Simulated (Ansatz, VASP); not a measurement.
Bi2Se5 in VASP and in Ansatz

```
CELL_PARAMETERS angstrom
4.08989 0.00000 0.00000
-2.04494 3.54195 0.00000
0.00000 0.00000 15.96771
ATOMIC_POSITIONS crystal
Bi 0.66667 0.33333 0.87522
Bi 0.33333 0.66667 0.12478
Se 0.33333 0.66667 0.77393
Se 0.00000 0.00000 0.43147
Se 0.00000 0.00000 0.56853
Se 0.66667 0.33333 0.22607
Se 0.00000 0.00000 0.00000
```

Alike in both runs: functional PBE; k mesh 12 × 12 × 2; occupations gaussian, width 0.1 eV; no spin polarisation.

Ansatz relaxed the structure, and its values are those at the end. VASP's run is a single point on that final structure, the one shown.

|  | VASP | Ansatz |
| --- | --- | --- |
| version | VASP 6.6.1 | Ansatz 0.2.0 |
| potentials or method | VASP PAW PBE potentials, release 64 (Bi_d, Se), cutoff 520 eV | scalar-relativistic, plane waves, PAW |
| valence electrons in the cell | 60 | 110 |

Ansatz gave:

- gap on the k mesh at the Fermi level (eV): none
- pressure (GPa): 0.0
- rms of the force components (eV/Å): 0.001

Q: Estimate VASP's values.

A: gap on the k mesh at the Fermi level (eV): none; pressure (GPa): 0.0; rms of the force components (eV/Å): 0.018.

A gap of «none» marks a metal or a gap that the smearing closes. VASP's potentials hold 60 valence electrons a cell and Ansatz's 110, so a difference there can come from the potentials and not from the codes.

Neither program's run includes spin-orbit coupling.
